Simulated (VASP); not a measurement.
# NbH (I4/mmm) in VASP: notebook

Runs on NbH. Level: PBEsol. Tasks: single point, relaxation of cell and atoms.

Program: VASP 6.6.1. These are calculated values, not measurements. Logs are shortened: lines on timing, memory, paths and dates and some standing lists are left out, and cuts for length are marked.

## Step 1: The cell of the first run

The structure is tetragonal, space group I4/mmm (No. 139). The conventional cell has a = 3.103 Å, b = 3.103 Å, c = 4.074 Å, α = 90.00°, β = 90.00°, γ = 90.00°. Nb (site symmetry 4/mmm) has 6 H at 2.04 to 2.19 Å within 2.7 Å. Within 2.7 Å of H (site symmetry 4/mmm) lie 6 Nb at 2.04 to 2.19 Å.

## Step 2: Single point, PBEsol

Input file INCAR:

```
SYSTEM = NbH
PREC     = Accurate       ! precision mode
ENCUT    = 500            ! plane-wave cutoff, eV
EDIFF    = 1E-6           ! SCF threshold, eV
ISMEAR   = 0              ! smearing method
SIGMA    = 0.05           ! smearing width, eV
LREAL    = .FALSE.        ! projectors in reciprocal space
LASPH    = .TRUE.         ! aspherical terms in the spheres
NELM     = 120            ! most SCF steps
ALGO     = Normal         ! electronic algorithm
ISIF     = 2              ! what is computed and relaxed
LWAVE    = .FALSE.        ! write WAVECAR
LCHARG   = .FALSE.        ! write CHGCAR
GGA      = PS             ! functional
NBANDS   = 14             ! bands
GGA_COMPAT= .FALSE.
```

Input file KPOINTS:

```
Automatic mesh
0
G
  7 7 8
  0 0 0
```

Input file POSCAR:

```
NbH
1.0
   -1.5517450804      1.5517450804      2.0367526310
    1.5517450804     -1.5517450804      2.0367526310
    1.5517450804      1.5517450804     -2.0367526310
Nb H
1 1
Direct
    0.0000000000      0.0000000000      0.0000000000
    0.5000000000      0.5000000000      0.0000000000
```

Potentials or basis: VASP PAW PBE potentials, release 64 (Nb_sv, H).

Started as:

```console
> cat potpaw_PBE.64/Nb_sv/POTCAR potpaw_PBE.64/H/POTCAR > POTCAR
> mpirun -np 1 vasp_std > vasp.out
```

OUTCAR:

```text
SYSTEM = NbH
   PREC = Accurate
   ENCUT = 500
   EDIFF = 1E-6
   ISMEAR = 0
   LREAL = .FALSE.
   LASPH = .TRUE.
   NELM = 120
   ISIF = 2
   GGA = PS

 ion  position               nearest neighbor table
   1  0.000  0.000  0.000-
   2  0.500  0.500  0.000-

  LATTYP: Found a body centered tetragonal cell.
 ALAT       =     3.1034901608
 C/A-ratio  =     1.3125562032

  Lattice vectors:

 A1 = (  -1.5517450804,   1.5517450804,   2.0367526310)
 A2 = (   1.5517450804,  -1.5517450804,   2.0367526310)
 A3 = (   1.5517450804,   1.5517450804,  -2.0367526310)

Analysis of symmetry for initial positions (statically):
=====================================================================
 Subroutine PRICEL returns:
 Original cell was already a primitive cell.

 Routine SETGRP: Setting up the symmetry group for a
 body centered tetragonal supercell.

 Subroutine GETGRP returns: Found 16 space group operations
 (whereof 16 operations were pure point group operations)
 out of a pool of 16 trial point group operations.

The static configuration has the point symmetry D_4h.

Analysis of symmetry for dynamics (positions and initial velocities):
=====================================================================
 Subroutine PRICEL returns:
 Original cell was already a primitive cell.

 Routine SETGRP: Setting up the symmetry group for a
 body centered tetragonal supercell.

 Subroutine GETGRP returns: Found 16 space group operations
 (whereof 16 operations were pure point group operations)
 out of a pool of 16 trial point group operations.

The dynamic configuration has the point symmetry D_4h.

 Subroutine INISYM returns: Found 16 space group operations
 (whereof 16 operations are pure point group operations),
 and found     1 'primitive' translations

----------------------------------------------------------------------------------------

                                     Primitive cell

  volume of cell :      19.6173

  direct lattice vectors                    reciprocal lattice vectors
    -1.551745080  1.551745080  2.036752631     0.000000000  0.322217873  0.245488820
     1.551745080 -1.551745080  2.036752631     0.322217873  0.000000000  0.245488820
     1.551745080  1.551745080 -2.036752631     0.322217873  0.322217873  0.000000000

  length of vectors
     2.994025195  2.994025195  2.994025195     0.405079151  0.405079151  0.455684887

  position of ions in fractional coordinates (direct lattice)
     0.000000000  0.000000000  0.000000000
     0.500000000  0.500000000  0.000000000

  ion indices of the primitive-cell ions
   primitive index   ion index
                 1           1
[... 109 lines left out ...]
   EFERMI =   0.00;   METHOD = LEGACY
   ISMEAR =     0;   SIGMA  =   0.05  broadening in eV -4-tet -1-fermi 0-gaus
   EFERMI_NEDOS =   21; number of points for ismear=-14 and -15
   IALGO  =     38    algorithm
   IMIX   =      4    mixing-type and parameters
     AMIX     =   0.40;   BMIX     =  1.00
     AMIX_MAG =   1.60;   BMIX_MAG =  1.00
  volume/ion in A,a.u.               =       9.81        66.19
  Fermi-wavevector in a.u.,A,eV,Ry     =   1.462978  2.764628 29.120617  2.140305
  Thomas-Fermi vector in A             =   2.579127
   LORBIT       =      0    0 simple, 1 ext, 2 COOP (PROOUT), +10 PAW based schemes
   GGA     = PS    functional components
   LHFCALC =     F    Hartree Fock is set to
   AEXX    =    0.0000 exact exchange contribution
   IVDW    =     0    specifies the selected vdW correction
   LEPSILON=     F    determine dielectric tensor
   LRPA    =     F    only Hartree local field effects (RPA)
 non-spin polarized calculation
 Gauss-broadening in eV      SIGMA  =   0.05
  energy-cutoff  :      500.00
  volume of cell :       19.62
 maximum number of plane-waves:       519
 NGX is ok and might be reduce to    24
   NGX = 11   NGY = 11   NGZ = 11

 number of electron      14.0000000 magnetization

 Free energy of the ion-electron system (eV)
  ---------------------------------------------------
  ext. energy  EPLUGINS =         0.00000000
  ---------------------------------------------------
  free energy    TOTEN  =       -14.63708408 eV

  energy without entropy =      -14.63583022  energy(sigma->0) =      -14.63645715

 E-fermi :  11.3863     XC(G=0): -12.7514

 val. band max:       11.3765906056   @ k =  -0.1429  -0.1429   0.1250
 cond. band min:      11.3923736226   @ k =   0.0000   0.0000   0.1250
 fundamental gap:      0.0157830171
 Fermi energy:        11.3862900175

 k-point     1 :       0.0000    0.0000    0.0000
  band No.  band energies     occupation
      1     -43.4547      2.00000
      2     -18.9812      2.00000
      3     -18.9717      2.00000
      4     -18.9717      2.00000
      5       1.6999      2.00000
      6      10.8893      2.00000
      7      10.8893      2.00000
      8      11.7037      0.00000
      9      12.9280      0.00000
     10      13.7036      0.00000
     11      21.0288      0.00000
     12      22.7564      0.00000
     13      24.4397      0.00000
     14      24.4397      0.00000
[... 377 lines left out ...]
      1     -43.3132      2.00000
      2     -19.7359      2.00000
      3     -19.2469      2.00000
      4     -19.1224      2.00000
      5       4.3008      2.00000
      6       9.2442      2.00000
      7       9.6731      2.00000
      8      12.6433      0.00000
      9      13.3112      0.00000
     10      15.3767      0.00000
     11      18.8304      0.00000
     12      24.6868      0.00000
     13      25.4385      0.00000
     14      27.4210      0.00000

 [... further k-points ...]

------------------------ aborting loop because EDIFF is reached ----------------------------------------

  FORCE on cell =-STRESS in cart. coord.  units (eV):
  Direction    XX          YY          ZZ          XY          YZ          ZX
  --------------------------------------------------------------------------------------
  -------------------------------------------------------------------------------------
  Total        0.0187453      0.0187453     -0.1816609      0.0000000      0.0000000      0.0000000
  in kB        1.5309604      1.5309604    -14.8365550      0.0000000      0.0000000      0.0000000
  external PRESSURE =      -3.9248780 kB  Pullay stress =       0.0000000 kB

 VOLUME and BASIS-vectors are now :
 -----------------------------------------------------------------------------
  energy-cutoff  :      500.00
  volume of cell :       19.62
      direct lattice vectors                 reciprocal lattice vectors
    -1.551745080  1.551745080  2.036752631     0.000000000  0.322217873  0.245488820
     1.551745080 -1.551745080  2.036752631     0.322217873  0.000000000  0.245488820
     1.551745080  1.551745080 -2.036752631     0.322217873  0.322217873  0.000000000

 POSITION                                       TOTAL-FORCE (eV/Angst)
 -----------------------------------------------------------------------------------
      0.00000      0.00000      0.00000         0.000000      0.000000     -0.000000
      0.00000      0.00000      2.03675        -0.000000     -0.000000      0.000000
 -----------------------------------------------------------------------------------
    total drift:                               -0.000000      0.000000     -0.000000

  FREE ENERGIE OF THE ION-ELECTRON SYSTEM (eV)
  ---------------------------------------------------
  free  energy   TOTEN  =       -14.6370840756 eV

  energy  without entropy=      -14.6358302189  energy(sigma->0) =      -14.63645715
```

OSZICAR:

```text
N       E                     dE             d eps       ncg     rms          rms(c)
DAV:   1     0.115671467809E+03    0.11567E+03   -0.75914E+03  3264   0.101E+03
DAV:   2    -0.110279039884E+02   -0.12670E+03   -0.12056E+03  3698   0.354E+02
DAV:   3    -0.152613194897E+02   -0.42334E+01   -0.40835E+01  4666   0.577E+01
DAV:   4    -0.155023748806E+02   -0.24106E+00   -0.24048E+00  4154   0.125E+01
DAV:   5    -0.155094335656E+02   -0.70587E-02   -0.70574E-02  4736   0.184E+00    0.827E+00
DAV:   6    -0.147221454427E+02    0.78729E+00   -0.81160E-01  5208   0.111E+01    0.270E+00
DAV:   7    -0.146357218699E+02    0.86424E-01   -0.20087E-01  5528   0.492E+00    0.903E-01
DAV:   8    -0.146371242838E+02   -0.14024E-02   -0.16197E-02  3638   0.149E+00    0.128E-01
DAV:   9    -0.146370852310E+02    0.39053E-04   -0.15219E-03  5298   0.392E-01    0.403E-02
DAV:  10    -0.146370908702E+02   -0.56392E-05   -0.29074E-05  3560   0.563E-02    0.202E-02
DAV:  11    -0.146370843348E+02    0.65353E-05   -0.75364E-06  4696   0.369E-02    0.394E-03
DAV:  12    -0.146370840756E+02    0.25920E-06   -0.40200E-07  2192   0.729E-03
   1 F= -.14637084E+02 E0= -.14636457E+02  d E =-.125386E-02
```

stdout:

```text
POSCAR found type information on POSCAR NbH
 POSCAR found :  2 types and       2 ions
 scaLAPACK will be used
 -----------------------------------------------------------------------------
|                                                                             |
|                                                                             |
[... 21 lines left out ...]
|     Results are often still useful ...                                      |
|                                                                             |
 -----------------------------------------------------------------------------

 POSCAR, INCAR and KPOINTS ok, starting setup
 FFT: planning ... GRIDC
 FFT: planning ... GRID_SOFT
 FFT: planning ... GRID
 WAVECAR not read
 entering main loop
```

Run time: 13 s. Hardware: 1 thread of Intel Xeon Platinum 8375C at 2.90GHz (Ice Lake), shared host; peak memory 0.16 GiB.

What came out:

```
Free energy            : -14.6371 eV
Pressure               : -0.4 GPa
Band gap on the k mesh : zero (bands 7 and 8 overlap by 2.55 eV)
```

Caveat: the PAW data sets were made with another functional, which shifts forces and pressure a little.

## Step 3: Relaxation of cell and atoms, PBEsol

This run uses another cell than the first one, of 10.25 Å³/atom.

Input file INCAR:

```
SYSTEM = NbH
PREC = Accurate ; ENCUT = 500
EDIFF = 1E-7 ; ISMEAR = 0
SIGMA = 0.05 ; LREAL = .FALSE.
LASPH = .TRUE. ; NELM = 120
ALGO = Normal ; ISIF = 3
LWAVE = .FALSE. ; LCHARG = .FALSE.
GGA = PS ; IBRION = 2
NSW = 60 ; EDIFFG = -0.01
GGA_COMPAT = .FALSE. ; NELMIN = 4
```

Input file KPOINTS:

```
regular mesh
0
G
  7 7 8
  0 0 0
```

Input file POSCAR:

```
NbH
1.0
   -1.6069640000      1.6069640000      1.9843010000
    1.6069640000     -1.6069640000      1.9843010000
    1.6069640000      1.6069640000     -1.9843010000
Nb H
1 1
Direct
    0.0000000000      0.0000000000      0.0000000000
    0.5000000000      0.5000000000      0.0000000000
```

Potentials or basis: VASP PAW PBE potentials, release 64 (Nb_sv, H).

Started as:

```console
> cat potpaw_PBE.64/Nb_sv/POTCAR potpaw_PBE.64/H/POTCAR > POTCAR
> mpirun -np 1 vasp_std > vasp.out
```

Run time: 30 s. Hardware: 1 thread of Intel Xeon Platinum 8375C at 2.90GHz (Ice Lake), shared host; peak memory 0.16 GiB.

Results (log left out):

```yaml
Free_energy: -14.6374 eV
Relaxed_volume: 9.82 Å³/atom
Relaxed_cell: a = 2.973 Å, b = 2.973 Å, c = 2.973 Å, α = 115.56°, β = 115.56°, γ = 97.87°
Space_group_after_relaxing_to_0.1_Å: I4/mmm (No. 139)
Energy_gained_by_relaxing: 11.3 meV/atom
Ionic_steps: 3
Pressure_after_relaxing: 0.0 GPa
Band_gap_on_the_k_mesh: zero (bands 7 and 8 overlap by 3.03 eV)
```

Step by step:
| step | energy change (eV) | largest force (eV/Å) | pressure (GPa) | volume (Å³) |
| --- | --- | --- | --- | --- |
| 1 | 0.0000 | 0.0000 | -8.02 | 20.50 |
| 2 | -0.0094 | 0.0000 | 6.97 | 19.01 |
| 3 | -0.0225 | 0.0000 | -0.04 | 19.63 |

Final structure:
```yaml
crystal:
  lattice:
    - [-1.58526, 1.58526, 1.95324]
    - [1.58526, -1.58526, 1.95324]
    - [1.58526, 1.58526, -1.95324]
  atoms:
    - { symbol: Nb, position: [0.00000, 0.00000, 0.00000] }
    - { symbol: H, position: [0.50000, 0.50000, 0.00000] }
```

Levels at points of the mesh, in eV from the Fermi level:
```tsv
k point	band 4	band 5	band 6	band 7	band 8	band 9	band 10	band 11
(0.00, 0.00, 0.00)	-30.51	-9.84	-0.77	-0.77	0.67	0.93	1.89	10.34
(0.00, 0.00, 0.50)	-30.70	-8.40	-3.46	1.40	3.23	3.86	5.07	8.31
```

Caveat: the PAW data sets were made with another functional, which shifts forces and pressure a little.
